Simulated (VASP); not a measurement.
Write the native input for VASP 6.6.1 that does the following.

```yaml
Task: single point
Functional: LDA
Potentials_or_basis: VASP PAW LDA potentials, release 64 (Hf_pv, O)
Cutoff: 520 eV
k_mesh: 9 × 9 × 9
Occupations: fermi-dirac, width 0.01 eV
Spin: no spin polarisation
Dipole_correction: no
Further_INCAR_settings: ALGO = Normal; EDIFF = 1e-06; NBANDS = 18
```

The structure of HfO2 lies in POSCAR:

```
HfO2
1.0
    0.0000000000      2.5229349520      2.5229349520
    2.5229349520      0.0000000000      2.5229349520
    2.5229349520      2.5229349520      0.0000000000
Hf O
1 2
Direct
    0.0000000000      0.0000000000      0.0000000000
    0.2500000000      0.2500000000      0.2500000000
    0.7500000000      0.7500000000      0.7500000000
```

This cell differs from its parent crystal: volume scaled by 0.96.

These files were run (other wordings do the same):

INCAR

```
ALGO     = Normal         # electronic algorithm
EDIFF    = 1E-6           # SCF threshold, eV
ENCUT    = 520            # plane-wave cutoff, eV
ISIF     = 2              # what is computed and relaxed
ISMEAR   = -1             # smearing method
LASPH    = True           # aspherical terms in the spheres
LCHARG   = False          # write CHGCAR
LREAL    = False          # projectors in reciprocal space
LWAVE    = False          # write WAVECAR
NBANDS   = 18             # bands
NELM     = 60             # most SCF steps
PREC     = Accurate       # precision mode
SIGMA    = 0.01           # smearing width, eV
```

KPOINTS

```
k-points
0
Gamma
  9 9 9
```

Potentials or basis: VASP PAW LDA potentials, release 64 (Hf_pv, O).

The run is started by

```sh
$ cat potpaw_LDA.64/Hf_pv/POTCAR potpaw_LDA.64/O/POTCAR > POTCAR
$ mpirun -np 1 vasp_std > vasp.out
```

Results of the run:

- Pressure: -10.2 GPa
- Band gap on the k mesh: 3.75 eV, indirect (least direct gap 3.87 eV)

Caveat: spin-orbit coupling is left out, which moves the levels of the heavy elements.

Run time: 35 s on 1 thread of AMD EPYC 7R13, on a shared host, peak memory 0.12 GiB.
